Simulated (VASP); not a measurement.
# AlSi16 (a cell with a defect) in VASP: single point with PBE

Aim: the single point of AlSi16 (a cell with a defect) with PBE.

Everything below comes from runs of VASP 6.6.1. Logs are shortened: lines on timing, memory, paths and dates and some standing lists are left out, and cuts for length are marked.

### 1 The cell of the first run

The cell holds a defect, 17 atoms: a = 7.679 Å, b = 7.679 Å, c = 7.679 Å, α = 60.00°, β = 60.00°, γ = 60.00°.

### 2 Single point, PBE, collinear spin, ferromagnetic start

Contents of INCAR:

```
PREC = Accurate
ENCUT = 520
EDIFF = 1E-6
ISMEAR = 0
SIGMA = 0.02
LREAL = Auto
LASPH = True
NELM = 150
ALGO = Normal
ISIF = 2
LWAVE = False
LCHARG = False
ISPIN = 2
MAGMOM = 0 0 0 0 0 0 0 0 0 0 0 0 0 0 0 0 1
LORBIT = 11
GGA = PE
NBANDS = 52
```

Contents of KPOINTS:

```
regular mesh
0
Gamma
  2 2 2
```

Contents of POSCAR:

```
AlSi16
1.0
    0.0000000000      5.4300000000      5.4300000000
    5.4300000000      0.0000000000      5.4300000000
    5.4300000000      5.4300000000      0.0000000000
Si Al
16 1
Direct
   -0.0004883737     -0.0000130966      0.0001986187
    0.1232922930      0.1238015181      0.1238404930
    0.0008826457      0.0014294050      0.4988008665
    0.1232799539      0.1238093813      0.6289795198
    0.0007379157      0.4987503666      0.0016307344
    0.1232783456      0.6288288369      0.1239051121
    0.0007051707      0.4987469287      0.4987914760
    0.1374155531      0.6207256977      0.6208770556
    0.4982272336      0.0012689565      0.0016295176
    0.6284083525      0.1237627089      0.1238624967
    0.4981992237      0.0012595703      0.4987592132
    0.6201425791      0.1381061272      0.6208046239
    0.4981178162      0.4986313658      0.0015455093
    0.6199966759      0.6204966254      0.1386018945
    0.4992078582      0.4998897982      0.5003537831
    0.6199524693      0.6204884105      0.6207564555
    0.7491653175      0.7498988994      0.7503574800
```

Potentials or basis: VASP PAW PBE potentials, release 64 (Si, Al).

On the command line:

```console
$ cat potpaw_PBE.64/Si/POTCAR potpaw_PBE.64/Al/POTCAR > POTCAR
$ mpirun -np 1 vasp_std > vasp.out
```

OUTCAR:

```text
PREC = Accurate
   ENCUT = 520
   EDIFF = 1E-6
   ISMEAR = 0
   LREAL = Auto
   LASPH = True
   NELM = 150
   ISIF = 2
   ISPIN = 2
   LORBIT = 11
   GGA = PE

 ion  position               nearest neighbor table
   1  1.000  1.000  0.000-  10 2.33   6 2.33   4 2.33   2 2.33
   2  0.123  0.124  0.124-   1 2.33   9 2.35   5 2.35   3 2.35
   3  0.001  0.001  0.499-   4 2.35   2 2.35   8 2.39  12 2.39  17 2.73
   4  0.123  0.124  0.629-   1 2.33  11 2.35   7 2.35   3 2.35
   5  0.001  0.499  0.002-   6 2.35   2 2.35  14 2.39   8 2.39  17 2.73
   6  0.123  0.629  0.124-   1 2.33  13 2.35   7 2.35   5 2.35
   7  0.001  0.499  0.499-   6 2.35   4 2.35  16 2.39   8 2.39  17 2.73
   8  0.137  0.621  0.621-  15 2.27   3 2.39   5 2.39   7 2.39  17 2.43
   9  0.498  0.001  0.002-  10 2.35   2 2.35  14 2.39  12 2.39  17 2.73
  10  0.628  0.124  0.124-   1 2.33  13 2.35  11 2.35   9 2.35
  11  0.498  0.001  0.499-  10 2.35   4 2.35  16 2.39  12 2.39  17 2.73
  12  0.620  0.138  0.621-  15 2.27   3 2.39   9 2.39  11 2.39  17 2.43
  13  0.498  0.499  0.002-   6 2.35  10 2.35  16 2.39  14 2.39  17 2.73
  14  0.620  0.620  0.139-  15 2.27   5 2.39   9 2.39  13 2.39  17 2.43
  15  0.499  0.500  0.500-  16 2.27  14 2.27  12 2.27   8 2.27
  16  0.620  0.620  0.621-  15 2.27   7 2.39  11 2.39  13 2.39  17 2.43
  17  0.749  0.750  0.750-  12 2.43  16 2.43  14 2.43   8 2.43  13 2.73  11 2.73   9 2.73   7 2.73
                             5 2.73   3 2.73

  LATTYP: Found a face centered cubic cell.
 ALAT       =    10.8600000000

  Lattice vectors:

 A1 = (   0.0000000000,   5.4300000000,   5.4300000000)
 A2 = (   5.4300000000,   0.0000000000,   5.4300000000)
 A3 = (   5.4300000000,   5.4300000000,   0.0000000000)

Analysis of symmetry for initial positions (statically):
=====================================================================
 Subroutine PRICEL returns:
 Original cell was already a primitive cell.

 Routine SETGRP: Setting up the symmetry group for a
 face centered cubic supercell.

 Subroutine GETGRP returns: Found  1 space group operations
 (whereof  1 operations were pure point group operations)
 out of a pool of 48 trial point group operations.

The static configuration has the point symmetry C_1 .

Analysis of symmetry for dynamics (positions and initial velocities):
=====================================================================
 Subroutine PRICEL returns:
 Original cell was already a primitive cell.

 Routine SETGRP: Setting up the symmetry group for a
 face centered cubic supercell.

 Subroutine GETGRP returns: Found  1 space group operations
 (whereof  1 operations were pure point group operations)
 out of a pool of 48 trial point group operations.

The dynamic configuration has the point symmetry C_1 .

Analysis of structural, dynamic, and magnetic symmetry:
=====================================================================
 Subroutine PRICEL returns:
 Original cell was already a primitive cell.

 Routine SETGRP: Setting up the symmetry group for a
 face centered cubic supercell.

 Subroutine GETGRP returns: Found  1 space group operations
 (whereof  1 operations were pure point group operations)
 out of a pool of 48 trial point group operations.

The overall configuration has the point symmetry C_1 .

 Subroutine INISYM returns: Found  1 space group operations
 (whereof  1 operations are pure point group operations),
 and found     1 'primitive' translations

----------------------------------------------------------------------------------------

                                     Primitive cell

  volume of cell :     320.2060

  direct lattice vectors                    reciprocal lattice vectors
     0.000000000  5.430000000  5.430000000    -0.092081031  0.092081031  0.092081031
     5.430000000  0.000000000  5.430000000     0.092081031 -0.092081031  0.092081031
     5.430000000  5.430000000  0.000000000     0.092081031  0.092081031 -0.092081031

  length of vectors
[... 78 lines left out ...]
   number of dos      NEDOS =    301   number of ions     NIONS =     17
   total plane-waves  NPLWV = 216000
   dimension x,y,z NGX =    60 NGY =   60 NGZ =   60
   dimension x,y,z NGXF=   120 NGYF=  120 NGZF=  120
   ions per type =              16   1
   NGX,Y,Z   is equivalent  to a cutoff of  12.99, 12.99, 12.99 a.u.
   NGXF,Y,Z  is equivalent  to a cutoff of  25.98, 25.98, 25.98 a.u.
 SYSTEM =  unknown system
   PREC   = accura    normal or accurate (medium, high low for compatibility)
   ISTART =      0    job   : 0-new  1-cont  2-samecut
   ICHARG =      2    charge: 1-file 2-atom 10-const
   ISPIN  =      2    spin polarized calculation?
   LNONCOLLINEAR =      F non collinear calculations
   LSORBIT =      F    spin-orbit coupling
   LASPH  =      T    aspherical Exc in radial PAW
   ENCUT  =  520.0 eV  38.22 Ry    6.18 a.u.  14.28 14.28 14.28*2*pi/ulx,y,z
   NELM   =    150;   NELMIN=  2; NELMDL= -5     # of ELM steps
   EDIFF  = 0.1E-05   stopping-criterion for ELM
   LREAL  =      T    real-space projection
   EDIFFG = 0.1E-04   stopping-criterion for IOM
   NSW    =      0    number of steps for IOM
   IBRION =     -1    ionic relax: 0-MD 1-quasi-New 2-CG
   NFREE  =      0    steps in history (QN), initial steepest desc. (CG)
   ISIF   =      2    stress and relaxation
   ISYM   =      2    0-nonsym 1-usesym 2-fastsym
   POTIM  = 0.5000    time-step for ionic-motion
   TEBEG  =    0.0;   TEEND  =   0.0 temperature during run
   PSTRESS=    0.0 pullay stress
   NELECT =      67.0000    total number of electrons
   NUPDOWN=      -1.0000    fix difference up-down
   EMIN   =  10.00;   EMAX   =-10.00  energy-range for DOS
   EFERMI =   0.00;   METHOD = LEGACY
   ISMEAR =     0;   SIGMA  =   0.02  broadening in eV -4-tet -1-fermi 0-gaus
   EFERMI_NEDOS =   21; number of points for ismear=-14 and -15
   IALGO  =     38    algorithm
   IMIX   =      4    mixing-type and parameters
     AMIX     =   0.40;   BMIX     =  1.00
     AMIX_MAG =   1.60;   BMIX_MAG =  1.00
  volume/ion in A,a.u.               =      18.84       127.11
  Fermi-wavevector in a.u.,A,eV,Ry     =   0.971904  1.836632 12.852022  0.944597
  Thomas-Fermi vector in A             =   2.102159
   LORBIT       =     11    0 simple, 1 ext, 2 COOP (PROOUT), +10 PAW based schemes
   GGA     = PE    functional components
   LHFCALC =     F    Hartree Fock is set to
   AEXX    =    0.0000 exact exchange contribution
   IVDW    =     0    specifies the selected vdW correction
   LEPSILON=     F    determine dielectric tensor
   LRPA    =     F    only Hartree local field effects (RPA)
 spin polarized calculation
 Gauss-broadening in eV      SIGMA  =   0.02
  energy-cutoff  :      520.00
  volume of cell :      320.21
 maximum number of plane-waves:      8646
 NGX is ok and might be reduce to    60
   NGX = 29   NGY = 29   NGZ = 29

 number of electron      67.0000001 magnetization      -0.1934047

 number of electron      67.0000001 magnetization       0.2485975

 Free energy of the ion-electron system (eV)
  ---------------------------------------------------
  ext. energy  EPLUGINS =         0.00000000
  ---------------------------------------------------
  free energy    TOTEN  =       -86.69476899 eV

  energy without entropy =      -86.69470733  energy(sigma->0) =      -86.69473816

 E-fermi :   6.9035     XC(G=0):  -9.6571

 val. band max:        6.8647778566   @ k =   0.0000   0.0000   0.0000
 cond. band min:       6.9422348563   @ k =   0.0000   0.0000   0.0000
 fundamental gap:      0.0774569996
 Fermi energy:         6.9035051459

 spin component 1

 k-point     1 :       0.0000    0.0000    0.0000
  band No.  band energies     occupation
      1      -6.0150      1.00000
      2      -3.5600      1.00000
      3      -3.5441      1.00000
      4      -3.5439      1.00000
      5      -3.5434      1.00000
      6      -2.4070      1.00000
[... 373 lines left out ...]
     44      10.3190      0.00000
     45      10.4563      0.00000
 Fermi energy:         6.9035051459

 spin component 2

 k-point     1 :       0.0000    0.0000    0.0000
  band No.  band energies     occupation
      1      -6.0005      1.00000
      2      -3.5490      1.00000
      3      -3.5324      1.00000
      4      -3.5322      1.00000
      5      -3.5317      1.00000
      6      -2.3981      1.00000
[... 373 lines left out ...]
     44      10.3502      0.00000
     45      10.4786      0.00000
 [bands above 45 left out]

------------------------ aborting loop because EDIFF is reached ----------------------------------------

  FORCE on cell =-STRESS in cart. coord.  units (eV):
  Direction    XX          YY          ZZ          XY          YZ          ZX
  --------------------------------------------------------------------------------------
  -------------------------------------------------------------------------------------
  Total       10.7848547     10.7835679     10.7789927     -0.0119854      0.0004377     -0.0033652
  in kB       53.9629145     53.9564756     53.9335836     -0.0599699      0.0021900     -0.0168383
  external PRESSURE =      53.9509912 kB  Pullay stress =       0.0000000 kB

 VOLUME and BASIS-vectors are now :
 -----------------------------------------------------------------------------
  energy-cutoff  :      520.00
  volume of cell :      320.21
      direct lattice vectors                 reciprocal lattice vectors
     0.000000000  5.430000000  5.430000000    -0.092081031  0.092081031  0.092081031
     5.430000000  0.000000000  5.430000000     0.092081031 -0.092081031  0.092081031
     5.430000000  5.430000000  0.000000000     0.092081031  0.092081031 -0.092081031

 POSITION                                       TOTAL-FORCE (eV/Angst)
 -----------------------------------------------------------------------------------
      5.43101      5.42843     10.85728        -0.001280      0.003076      0.010453
      1.34470      1.34193      1.34172         0.000074     -0.000045     -0.003996
      2.71625      2.71328      0.01255         0.000056     -0.000962      0.010982
      4.08764      4.08477      1.34170        -0.000806     -0.001270     -0.004501
      2.71707      0.01286      2.71222        -0.005490      0.011770     -0.001878
      4.08735      1.34221      4.08394         0.003024     -0.004548     -0.002763
[... 9 lines left out ...]
      6.73996      6.73705      6.73559         0.001932      0.001332      0.003969
      8.14639      8.14241      8.13992         0.001076     -0.000434      0.000991
 -----------------------------------------------------------------------------------
    total drift:                               -0.002179      0.003301      0.004392

  FREE ENERGIE OF THE ION-ELECTRON SYSTEM (eV)
  ---------------------------------------------------
  free  energy   TOTEN  =       -86.6947689872 eV

  energy  without entropy=      -86.6947073268  energy(sigma->0) =      -86.69473816

 total charge

# of ion       s       p       d       tot
------------------------------------------
    1        0.736   0.970   0.000   1.706
    2        0.746   0.949   0.000   1.695
    3        0.743   0.929   0.000   1.672
    4        0.746   0.949   0.000   1.695
    5        0.743   0.929   0.000   1.672
    6        0.746   0.950   0.000   1.696
[... 9 lines left out ...]
   16        0.758   0.950   0.000   1.708
   17        0.508   0.335   0.000   0.843
--------------------------------------------------
tot         12.479  15.471   0.000  27.950

 magnetization (x)

# of ion       s       p       d       tot
------------------------------------------
    1       -0.000  -0.001   0.000  -0.002
    2       -0.000   0.001   0.000   0.001
    3        0.004  -0.001   0.000   0.003
    4       -0.000   0.001   0.000   0.001
    5        0.004  -0.001   0.000   0.003
    6       -0.000   0.001   0.000   0.001
[... 9 lines left out ...]
   16       -0.000   0.004   0.000   0.004
   17       -0.001  -0.000   0.000  -0.001
--------------------------------------------------
tot          0.021   0.013   0.000   0.034
```

Wall time 21 min (1 thread of AMD EPYC 7R13 (Zen 3), shared host); peak memory 0.66 GiB.

Results:

* Free energy: -86.6948 eV
* Pressure: 5.4 GPa
* Largest force: 0.013 eV/Å
* Net moment: 0.25 μB per cell
* Valence electrons inside the program's atomic spheres: Si 1.71, 1.70, 1.67, 1.75; Al 0.84

Forces in eV/Å, atoms in the order of the input:
```
Si  -0.001  0.003  0.010
Si   0.000  0.000 -0.004
Si   0.000 -0.001  0.011
Si  -0.001 -0.001 -0.005
Si  -0.005  0.012 -0.002
Si   0.003 -0.005 -0.003
Si  -0.012  0.006  0.000
Si   0.001 -0.001  0.000
Si   0.010 -0.005  0.001
Si  -0.001  0.000 -0.006
Si   0.006 -0.010  0.002
Si  -0.001  0.001 -0.002
Si  -0.001  0.003 -0.009
Si  -0.001 -0.003  0.004
Si  -0.001  0.001 -0.001
Si   0.002  0.001  0.004
Al   0.001  0.000  0.001
```

Caveat: the k points lie up to 0.50 Å⁻¹ apart.
